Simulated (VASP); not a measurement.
# Y (P6_3/mmc) in VASP: a series of runs

Y is run at these levels: r2SCAN; tasks: relaxation of cell and atoms.

Program: VASP 6.6.1. These are calculated values, not measurements. Logs are shortened: lines on timing, memory, paths and dates and some standing lists are left out, and cuts for length are marked.

## Step 1: The cell of the first run

The structure is hexagonal, space group P6_3/mmc (No. 194). The conventional cell has a = 3.647 Å, b = 3.647 Å, c = 5.731 Å, α = 90.00°, β = 90.00°, γ = 120.00°. Y (site symmetry -6m2) has 12 Y at 3.56 to 3.65 Å within 4.7 Å.

## Step 2: Relaxation of cell and atoms, r2SCAN, target pressure 2 GPa, at which the enthalpy is minimised

File POSCAR:

```
Y
1.0
    3.6474000000      0.0000000000      0.0000000000
   -1.8237000000      3.1587410578      0.0000000000
    0.0000000000      0.0000000000      5.7306000000
Y
2
Direct
    0.6666666667      0.3333333333      0.7500000000
    0.3333333333      0.6666666667      0.2500000000
```

File INCAR.step1:

```
PREC = Accurate ; ENCUT = 600
ISMEAR = -1 ; SIGMA = 0.05
LREAL = False ; LASPH = True
NELM = 80 ; GGA = PE
ALGO = Normal ; EDIFF = 1E-4
LWAVE = True ; LCHARG = False
```

File INCAR.step2:

```
PREC = Accurate ; ENCUT = 600
EDIFF = 1E-6 ; ISMEAR = -1
SIGMA = 0.05 ; LREAL = False
LASPH = True ; NELM = 80
ALGO = Normal ; ISIF = 3
LWAVE = False ; LCHARG = False
METAGGA = R2SCAN ; LMIXTAU = True
IBRION = 2 ; NSW = 60
EDIFFG = -0.01 ; PSTRESS = 20.0
ISTART = 1
```

File KPOINTS:

```
Automatic mesh
0
Gamma
  8 8 5
```

Potentials or basis: VASP PAW PBE potentials, release 64 (Y_sv).

The run is started by

```console
$ cat potpaw_PBE.64/Y_sv/POTCAR > POTCAR
$ cp INCAR.step1 INCAR
$ mpirun -np 1 vasp_std > vasp.out
$ cp INCAR.step2 INCAR
$ mpirun -np 1 vasp_std > vasp.out
```

OUTCAR:

```text
PREC = Accurate
   ENCUT = 600
   EDIFF = 1E-6
   ISMEAR = -1
   LREAL = False
   LASPH = True
   NELM = 80
   ISIF = 3
   METAGGA = R2SCAN
   IBRION = 2
   NSW = 60
   EDIFFG = -0.01
   PSTRESS = 20.0
   ISTART = 1

 ion  position               nearest neighbor table
   1  0.667  0.333  0.750-   2 3.56   2 3.56   2 3.56   2 3.56   2 3.56   2 3.56
   2  0.333  0.667  0.250-   1 3.56   1 3.56   1 3.56   1 3.56   1 3.56   1 3.56

  LATTYP: Found a hexagonal cell.
 ALAT       =     3.6474000000
 C/A-ratio  =     1.5711465702

  Lattice vectors:

 A1 = (   3.6474000000,   0.0000000000,   0.0000000000)
 A2 = (  -1.8237000000,   3.1587410578,   0.0000000000)
 A3 = (   0.0000000000,   0.0000000000,   5.7306000000)

Analysis of symmetry for initial positions (statically):
=====================================================================
 Subroutine PRICEL returns:
 Original cell was already a primitive cell.

 Routine SETGRP: Setting up the symmetry group for a
 hexagonal supercell.

 Subroutine GETGRP returns: Found 24 space group operations
 (whereof 12 operations were pure point group operations)
 out of a pool of 24 trial point group operations.

The static configuration has the point symmetry D_3d.
 The point group associated with its full space group is D_6h.

Analysis of symmetry for dynamics (positions and initial velocities):
=====================================================================
 Subroutine PRICEL returns:
 Original cell was already a primitive cell.

 Routine SETGRP: Setting up the symmetry group for a
 hexagonal supercell.

 Subroutine GETGRP returns: Found 24 space group operations
 (whereof 12 operations were pure point group operations)
 out of a pool of 24 trial point group operations.

The dynamic configuration has the point symmetry D_3d.
 The point group associated with its full space group is D_6h.

 Subroutine INISYM returns: Found 24 space group operations
 (whereof 12 operations are pure point group operations),
 and found     1 'primitive' translations

----------------------------------------------------------------------------------------

                                     Primitive cell

  volume of cell :      66.0233

  direct lattice vectors                    reciprocal lattice vectors
     3.647400000  0.000000000  0.000000000     0.274167900  0.158290911  0.000000000
    -1.823700000  3.158741058  0.000000000     0.000000000  0.316581822  0.000000000
     0.000000000  0.000000000  5.730600000     0.000000000  0.000000000  0.174501797

  length of vectors
     3.647400000  3.647400000  5.730600000     0.316581822  0.316581822  0.174501797

  position of ions in fractional coordinates (direct lattice)
[... 103 lines left out ...]
   LORBIT       =      0    0 simple, 1 ext, 2 COOP (PROOUT), +10 PAW based schemes
   METAGGA = R2SCAN    functional components
   LHFCALC =     F    Hartree Fock is set to
   AEXX    =    0.0000 exact exchange contribution
   IVDW    =     0    specifies the selected vdW correction
   LEPSILON=     F    determine dielectric tensor
   LRPA    =     F    only Hartree local field effects (RPA)
 conjugate gradient relaxation of ions
 non-spin polarized calculation
  energy-cutoff  :      600.00
  volume of cell :       66.02
 maximum number of plane-waves:      2243
 NGX is ok and might be reduce to    30
   NGX = 15   NGY = 15   NGZ = 23

--------------------------------------- Ionic step        1  -------------------------------------------

 number of electron      22.0000002 magnetization

 Free energy of the ion-electron system (eV)
  ---------------------------------------------------
  ext. energy  EPLUGINS =         0.00000000
  ---------------------------------------------------
  free energy    TOTEN  =       -40.54574673 eV

  energy without entropy =      -40.50741693  energy(sigma->0) =      -40.52658183

------------------------ aborting loop because EDIFF is reached ----------------------------------------

  FORCE on cell =-STRESS in cart. coord.  units (eV):
  Direction    XX          YY          ZZ          XY          YZ          ZX
  --------------------------------------------------------------------------------------
  -------------------------------------------------------------------------------------
  Total        0.3977189      0.3977189      0.1297783      0.0000000      0.0000000      0.0000000
  in kB        9.6513763      9.6513763      3.1493092      0.0000000      0.0000000      0.0000000
  external PRESSURE =     -12.5159794 kB  Pullay stress =      20.0000000 kB
[... 139 lines left out ...]
--------------------------------------- Ionic step        5  -------------------------------------------

 number of electron      22.0000000 magnetization

 Free energy of the ion-electron system (eV)
  ---------------------------------------------------
  ext. energy  EPLUGINS =         0.00000000
  ---------------------------------------------------
  free energy    TOTEN  =       -40.53095530 eV

  energy without entropy =      -40.49275277  energy(sigma->0) =      -40.51185403

 E-fermi :   3.1427     XC(G=0): -10.1687

 val. band max:        3.1420315126   @ k =   0.3750   0.2500   0.4000
 cond. band min:       3.1541863285   @ k =   0.2500   0.1250   0.4000
 fundamental gap:      0.0121548159
 Fermi energy:         3.1427307845

 k-point     1 :       0.0000    0.0000    0.0000
  band No.  band energies     occupation
      1     -40.9645      2.00000
      2     -40.8722      2.00000
      3     -20.6502      2.00000
      4     -20.0971      2.00000
      5     -20.0971      2.00000
      6     -19.9933      2.00000
      7     -19.9933      2.00000
      8     -19.9593      2.00000
      9      -1.7932      2.00000
     10       1.2427      2.00000
     11       4.0615      0.00000
     12       5.1412      0.00000
     13       5.1412      0.00000
     14       5.6011      0.00000
[... 401 lines left out ...]
      2     -40.8769      2.00000
      3     -20.5437      2.00000
      4     -20.4908      2.00000
      5     -20.1731      2.00000
      6     -20.1524      2.00000
      7     -20.1006      2.00000
      8     -20.0916      2.00000
      9       1.0695      2.00000
     10       1.5722      2.00000
     11       3.0750      1.58997
     12       3.3850      0.01562
     13       4.4775      0.00000
     14       4.7038      0.00000
     15       5.7599      0.00000

 [... further k-points ...]

------------------------ aborting loop because EDIFF is reached ----------------------------------------

  FORCE on cell =-STRESS in cart. coord.  units (eV):
  Direction    XX          YY          ZZ          XY          YZ          ZX
  --------------------------------------------------------------------------------------
  -------------------------------------------------------------------------------------
  Total        0.8039327      0.8039327      0.8047155      0.0000000      0.0000000      0.0000000
  in kB       20.0792842     20.0792842     20.0988344      0.0000000      0.0000000      0.0000000
  external PRESSURE =       0.0858010 kB  Pullay stress =      20.0000000 kB
[... 21 lines left out ...]
  energy  without entropy=      -40.4927527677  energy(sigma->0) =      -40.51185403

  enthalpy is  TOTEN    =       -39.7301969285 eV   P V=        0.8007583678

 reached required accuracy - stopping structural energy minimisation
```

OUTCAR.step1:

```text
PREC = Accurate
   ENCUT = 600
   ISMEAR = -1
   LREAL = False
   LASPH = True
[... 656 lines left out ...]
      1.82370      1.05291      4.29795         0.000000     -0.000000      0.000000
     -0.00000      2.10583      1.43265        -0.000000      0.000000      0.000000
 -----------------------------------------------------------------------------------
    total drift:                               -0.000000      0.000000     -0.000000

  FREE ENERGIE OF THE ION-ELECTRON SYSTEM (eV)
  ---------------------------------------------------
  free  energy   TOTEN  =       -12.8729085304 eV

  energy  without entropy=      -12.8325788315  energy(sigma->0) =      -12.85274368
```

It took 13 min on 1 thread of Oxide Virtual Turin-like, shared host; peak memory 0.22 GiB.

What came out:

```yaml
Free_energy: -40.5310 eV
Relaxed_volume: 32.07 Å³/atom
Relaxed_cell: a = 3.629 Å, b = 3.629 Å, c = 5.626 Å, α = 90.00°, β = 90.00°, γ = 120.00°
Space_group_after_relaxing_to_0.1_Å: P6_3/mmc (No. 194)
Energy_change_on_relaxing_the_run_minimises_the_enthalpy: +7.4 meV/atom
Ionic_steps: 5
Pressure_after_relaxing: 2.0 GPa
Band_gap_on_the_k_mesh: zero (bands 11 and 12 overlap by 1.44 eV)
```

Step by step:
```tsv
step	energy change (eV)	largest force (eV/Å)	pressure (GPa)	volume (Å³)
1	0.0000	0.0000	0.75	66.02
2	0.0229	0.0000	2.43	63.59
3	0.0159	0.0000	2.06	64.10
4	0.0152	0.0000	2.03	64.13
5	0.0148	0.0000	2.01	64.15
```

Final structure:
```yaml
crystal:
  lattice:
    - [3.62854, 0.00000, 0.00000]
    - [-1.81427, 3.14240, 0.00000]
    - [0.00000, 0.00000, 5.62586]
  atoms:
    - { symbol: Y, position: [0.66667, 0.33333, 0.75000] }
    - { symbol: Y, position: [0.33333, 0.66667, 0.25000] }
```

Levels at points of the mesh, in eV from the Fermi level:
```
           k point  band 7  band 8  band 9  band 10  band 11  band 12  band 13  band 14  band 15
(0.00, 0.00, 0.00)  -23.14  -23.10   -4.94    -1.90     0.92     2.00     2.00     2.46     2.71
(0.50, 0.00, 0.00)  -23.28  -23.19   -1.72    -1.25    -0.84    -0.21     1.62     1.68     2.38
```

Caveat: the cell is relaxed towards a set pressure, so the run minimises the enthalpy, not the energy; the PAW data sets were made with another functional, which shifts forces and pressure a little.

## Step 3: Relaxation of cell and atoms, r2SCAN, target pressure 5 GPa, at which the enthalpy is minimised

POSCAR is that of step 2.

File INCAR.step1:

```
SYSTEM = Y
PREC = Accurate
ENCUT = 600
ISMEAR = -1
SIGMA = 0.05
LREAL = .False.
LASPH = .True.
NELM = 80
GGA = PE
ALGO = Normal
EDIFF = 1E-4
LWAVE = .True.
LCHARG = .False.
```

File INCAR.step2:

```
SYSTEM = Y
PREC = Accurate
ENCUT = 600
EDIFF = 1E-6
ISMEAR = -1
SIGMA = 0.05
LREAL = .False.
LASPH = .True.
NELM = 80
ALGO = Normal
ISIF = 3
LWAVE = .False.
LCHARG = .False.
METAGGA = R2SCAN
LMIXTAU = .True.
IBRION = 2
NSW = 60
EDIFFG = -0.01
PSTRESS = 50.0
ISTART = 1
```

File KPOINTS:

```
regular mesh
0
Gamma
  8 8 5
  0 0 0
```

Potentials or basis: VASP PAW PBE potentials, release 64 (Y_sv).

The run is started by

```console
$ cat potpaw_PBE.64/Y_sv/POTCAR > POTCAR
$ cp INCAR.step1 INCAR
$ mpirun -np 1 vasp_std > vasp.out
$ cp INCAR.step2 INCAR
$ mpirun -np 1 vasp_std > vasp.out
```

Run time: 19 min. Hardware: 1 thread of Oxide Virtual Turin-like, shared host; peak memory 0.22 GiB.

The run converged. Its results:

```yaml
Free_energy: -40.4496 eV
Relaxed_volume: 30.20 Å³/atom
Relaxed_cell: a = 3.557 Å, b = 3.557 Å, c = 5.511 Å, α = 90.00°, β = 90.00°, γ = 120.00°
Space_group_after_relaxing_to_0.1_Å: P6_3/mmc (No. 194)
Energy_change_on_relaxing_the_run_minimises_the_enthalpy: +48.1 meV/atom
Ionic_steps: 7
Pressure_after_relaxing: 5.0 GPa
Band_gap_on_the_k_mesh: zero (bands 11 and 12 overlap by 1.63 eV)
```

Step by step:
```tsv
step	energy change (eV)	largest force (eV/Å)	pressure (GPa)	volume (Å³)
1	0.0000	0.0000	0.75	66.02
2	0.1879	0.0000	7.26	58.00
3	0.0969	0.0000	5.04	60.39
4	0.0935	0.0000	4.92	60.50
5	0.0929	0.0000	4.94	60.50
6	0.0927	0.0000	4.94	60.50
7	0.0961	0.0000	5.05	60.39
```

Final structure:
```yaml
crystal:
  lattice:
    - [3.55715, 0.00000, 0.00000]
    - [-1.77858, 3.08058, 0.00000]
    - [0.00000, 0.00000, 5.51107]
  atoms:
    - { symbol: Y, position: [0.66667, 0.33333, 0.75000] }
    - { symbol: Y, position: [0.33333, 0.66667, 0.25000] }
```

Levels at points of the mesh, in eV from the Fermi level:
```
           k point  band 9  band 10  band 11  band 12  band 13  band 14
(0.00, 0.00, 0.00)   -5.00    -1.99     1.16     2.05     2.05     2.55
(0.50, 0.00, 0.00)   -1.72    -1.37    -0.94    -0.09     1.72     1.75
```

Caveat: the cell is relaxed towards a set pressure, so the run minimises the enthalpy, not the energy; the PAW data sets were made with another functional, which shifts forces and pressure a little.

The gap in the log of VASP goes by the Fermi energy; the results here count the filled bands.